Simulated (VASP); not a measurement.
Write the native input for VASP 6.6.1 that does the following.

- Task: single point
- Functional: PBE
- Potentials or basis: VASP PAW PBE potentials, release 64 (Ga_d, O)
- Cutoff: 520 eV
- k mesh: 3 × 5 × 5
- Occupations: fermi-dirac, width 0.02 eV
- Spin: no spin polarisation
- Dipole correction: no
- Further INCAR settings: LREAL = Auto; ALGO = Normal; EDIFF = 1e-06; NBANDS = 104

The structure of Ga2O3 lies in POSCAR:

```
Ga2O3
1.0
    6.8954079921      0.0000000000      0.0000000000
    0.0000000000      4.7002406538      0.0000000000
    0.0000000000      0.0000000000      4.8224151256
Ga O
8 12
Direct
    0.1177194288      0.7542090494      0.0354646188
    0.6177194288      0.7457909506      0.9645353812
    0.8822805712      0.7542090494      0.4645353812
    0.3822805712      0.7457909506      0.5354646188
    0.8822805712      0.2457909506      0.9645353812
    0.3822805712      0.2542090494      0.0354646188
    0.1177194288      0.2457909506      0.5354646188
    0.6177194288      0.2542090494      0.4645353812
    0.8474890882      0.6082373879      0.1031154909
    0.3474890882      0.8917626121      0.8968845091
    0.1525109118      0.6082373879      0.3968845091
    0.6525109118      0.8917626121      0.6031154909
    0.1525109118      0.3917626121      0.8968845091
    0.6525109118      0.1082373879      0.1031154909
    0.8474890882      0.3917626121      0.6031154909
    0.3474890882      0.1082373879      0.3968845091
    0.0000000000      0.0545763500      0.2500000000
    0.5000000000      0.4454236500      0.7500000000
    0.0000000000      0.9454236500      0.7500000000
    0.5000000000      0.5545763500      0.2500000000
```

The input as run:

INCAR

```
SYSTEM = Ga2O3
ALGO = Normal
EDIFF = 1E-6
ENCUT = 520
GGA = PE
ISIF = 2
ISMEAR = -1
LASPH = .True.
LCHARG = .False.
LREAL = Auto
LWAVE = .False.
NBANDS = 104
NELM = 60
PREC = Accurate
SIGMA = 0.02
```

KPOINTS

```
k-points
0
Gamma
  3 5 5
  0 0 0
```

Potentials or basis: VASP PAW PBE potentials, release 64 (Ga_d, O).

Run with:

```console
$ cat potpaw_PBE.64/Ga_d/POTCAR potpaw_PBE.64/O/POTCAR > POTCAR
$ mpirun -np 1 vasp_std > vasp.out
```

It gave:

```yaml
Pressure: 76.5 GPa
Largest_force: 0.042 eV/Å
Band_gap_on_the_k_mesh: 4.55 eV (least direct gap 4.70 eV)
```

Caveat: the cell stands under pressure; an odd mesh through Γ misses points on the zone boundary, where band edges can lie.

Wall time 16 min on 1 thread of Intel Xeon 8259CL, on a shared host, peak memory 0.36 GiB.
